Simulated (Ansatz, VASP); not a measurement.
Given: the input of a run of VASP 6.6.1 on BaCa3O4.

Contents of INCAR:

```
ALGO     = Normal         # electronic algorithm
EDIFF    = 1E-6           # SCF threshold, eV
ENCUT    = 520            # plane-wave cutoff, eV
GGA      = PE             # functional
ISIF     = 2              # what is computed and relaxed
ISMEAR   = -1             # smearing method
LASPH    = T              # aspherical terms in the spheres
LCHARG   = F              # write CHGCAR
LREAL    = F              # projectors in reciprocal space
LWAVE    = F              # write WAVECAR
NBANDS   = 42             # bands
NELM     = 80             # most SCF steps
PREC     = Accurate       # precision mode
SIGMA    = 0.05           # smearing width, eV
```

KPOINTS

```
k-points
0
Gamma
  5 5 5
```

POSCAR

```
BaCa3O4
1.0
    5.1420764296      0.0000000000      0.0000000000
    0.0000000000      5.1420764296      0.0000000000
    0.0000000000      0.0000000000      5.1420764296
Ba Ca O
1 3 4
Direct
    0.5000000000      0.5000000000      0.5000000000
    0.5000000000      0.0000000000      0.0000000000
    0.0000000000      0.5000000000      0.0000000000
    0.0000000000      0.0000000000      0.5000000000
    0.0000000000      0.5000000000      0.5000000000
    0.5000000000      0.0000000000      0.5000000000
    0.5000000000      0.5000000000      0.0000000000
    0.0000000000      0.0000000000      0.0000000000
```

Potentials or basis: VASP PAW PBE potentials, release 64 (Ba_sv, Ca_sv, O).

Command:

```bash
$ cat potpaw_PBE.64/Ba_sv/POTCAR potpaw_PBE.64/Ca_sv/POTCAR potpaw_PBE.64/O/POTCAR > POTCAR
$ mpirun -np 1 vasp_std > vasp.out
```

Problem. Set up the same calculation for Ansatz 0.2.0. Potentials there: Ansatz PAW.

Solution. As run (the cutoff follows the program's own potentials):

input.yaml

```yaml
crystal:
  lattice:
    - [5.1420764296, 0.0, 0.0]
    - [0.0, 5.1420764296, 0.0]
    - [0.0, 0.0, 5.1420764296]
  atoms:
    - { symbol: Ba, position: [0.5, 0.5, 0.5] }
    - { symbol: Ca, position: [0.5, 0.0, 0.0] }
    - { symbol: Ca, position: [0.0, 0.5, 0.0] }
    - { symbol: Ca, position: [0.0, 0.0, 0.5] }
    - { symbol: O, position: [0.0, 0.5, 0.5] }
    - { symbol: O, position: [0.5, 0.0, 0.5] }
    - { symbol: O, position: [0.5, 0.5, 0.0] }
    - { symbol: O, position: [0.0, 0.0, 0.0] }
hamiltonian:
  xc: pbe
  pseudopotentials: { kind: paw }
kpoints:
  mp_grid: { grid: [5, 5, 5] }
scf:
  occupations: { method: fermi_dirac, width: 0.05 }
output:
  forces: true
  stress: true
  eigenvalues: true
```

Potentials or basis: Ansatz PAW.

Launch:

```sh
$ ansatz run input.yaml --threads 4 --pin off --max-ram 10240MiB --backend cpu --events-out ev --progress --plain --runs-dir out
```

Both were run:

|  | VASP | Ansatz | Ansatz less VASP |
| --- | --- | --- | --- |
| gap on the k mesh at the Fermi level (eV) | 2.41 | 2.48 | +0.069 |
| least direct gap on the mesh (eV) | 2.41 | 2.48 | +0.069 |
| pressure (GPa) | -1.8 | -3.0 | -1.19 |

With one functional, cell and mesh, what is left measures potentials, basis and numerics.

Neither program's run includes spin-orbit coupling. Noted on Ansatz's run: odd divisions of the mesh miss points on the zone boundary, where band edges often lie, so the gap on the mesh can be too wide.
